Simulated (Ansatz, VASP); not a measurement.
# Two plane-wave programs on ZnS

```
Zn S
1.0
     0.00000    2.72115    2.72115
     2.72115    0.00000    2.72115
     2.72115    2.72115    0.00000
Zn S
1 1
Cartesian
  0.0000 0.0000 0.0000
  1.3606 1.3606 1.3606
```

Alike in both runs: functional PBE; k mesh 10 × 10 × 10; occupations gaussian, width 0.02 eV; no spin polarisation.

Ansatz relaxed the structure, and its values are those at the end. VASP's run is a single point on that final structure, the one shown.

|  | VASP | Ansatz |
| --- | --- | --- |
| version | VASP 6.6.1 | Ansatz 0.2.0 |
| potentials or method | VASP PAW PBE potentials, release 64 (Zn, S), cutoff 520 eV | scalar-relativistic, plane waves, PAW |
| valence electrons in the cell | 18 | 18 |

```tsv
	VASP	Ansatz	Ansatz less VASP
gap on the k mesh at the Fermi level (eV)	2.02	2.02	-0.004
least direct gap on the mesh (eV)	2.02	2.02	-0.004
pressure (GPa)	0.2	0.0	-0.15
```

The functional is the same, so the differences come from potentials, cutoffs and numerics.
